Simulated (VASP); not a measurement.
System: Li27H26I (a cell with a defect).

```
Li I H
1.0
     0.00000    6.02586    6.02586
     6.02586    0.00000    6.02586
     6.02586    6.02586    0.00000
Li I H
27 1 26
Direct
  0.99947 0.99947 0.99947
  0.96807 0.96807 0.36527
  0.99947 0.99947 0.66825
  0.96807 0.36527 0.96807
  0.96807 0.36527 0.36527
  0.00159 0.33174 0.66667
  0.99947 0.66825 0.99947
  0.00159 0.66667 0.33174
  0.00159 0.66667 0.66667
  0.36527 0.96807 0.96807
  0.36527 0.96807 0.36527
  0.33174 0.00159 0.66667
  0.36527 0.36527 0.96807
  0.33386 0.33386 0.33386
  0.33386 0.33386 0.66508
  0.33174 0.66667 0.00159
  0.33386 0.66508 0.33386
  0.33174 0.66667 0.66667
  0.66825 0.99947 0.99947
  0.66667 0.00159 0.33174
  0.66667 0.00159 0.66667
  0.66667 0.33174 0.00159
  0.66508 0.33386 0.33386
  0.66667 0.33174 0.66667
  0.66667 0.66667 0.00159
  0.66667 0.66667 0.33174
  0.66667 0.66667 0.66667
  0.16667 0.16667 0.16667
  0.16667 0.16667 0.51427
  0.16667 0.16667 0.81907
  0.16667 0.51427 0.16667
  0.16467 0.50067 0.50067
  0.16667 0.51427 0.81907
  0.16667 0.81907 0.16667
  0.16667 0.81907 0.51427
  0.16866 0.83267 0.83267
  0.51427 0.16667 0.16667
  0.50067 0.16467 0.50067
  0.51427 0.16667 0.81907
  0.50067 0.50067 0.16467
  0.50067 0.50067 0.50067
  0.50904 0.50904 0.82430
  0.51427 0.81907 0.16667
  0.50904 0.82430 0.50904
  0.50904 0.82430 0.82430
  0.81907 0.16667 0.16667
  0.81907 0.16667 0.51427
  0.83267 0.16866 0.83267
  0.81907 0.51427 0.16667
  0.82430 0.50904 0.50904
  0.82430 0.50904 0.82430
  0.83267 0.83267 0.16866
  0.82430 0.82430 0.50904
  0.83267 0.83267 0.83267
```

Base run:

* Program: VASP 6.6.1
* Functional: PBE
* Potentials or basis: VASP PAW PBE potentials, release 64 (Li_sv, I, H)
* Cutoff: 520 eV
* k mesh: 3 × 3 × 3
* Occupations: fermi-dirac, width 0.01 eV
* Spin: no spin polarisation

Its results: band gap on the k mesh 3.47 eV; largest force 0.009 eV/Å.

Question: The run is repeated on the same cell with these changes: functional from PBE to r2SCAN; further incar settings from LREAL = Auto; ALGO = Normal; EDIFF = 1e-06; NBANDS = 90 to LREAL = Auto; ALGO = Normal; EDIFF = 1e-08; NBANDS = 90. What comes out?

Answer: Band gap on the k mesh 4.07 eV; largest force 0.038 eV/Å.

Caveats: spin-orbit coupling is left out, which moves the levels of the heavy elements; the PAW data sets were made with another functional, which shifts forces and pressure a little (at least some runs).

A k mesh can miss the band edges.
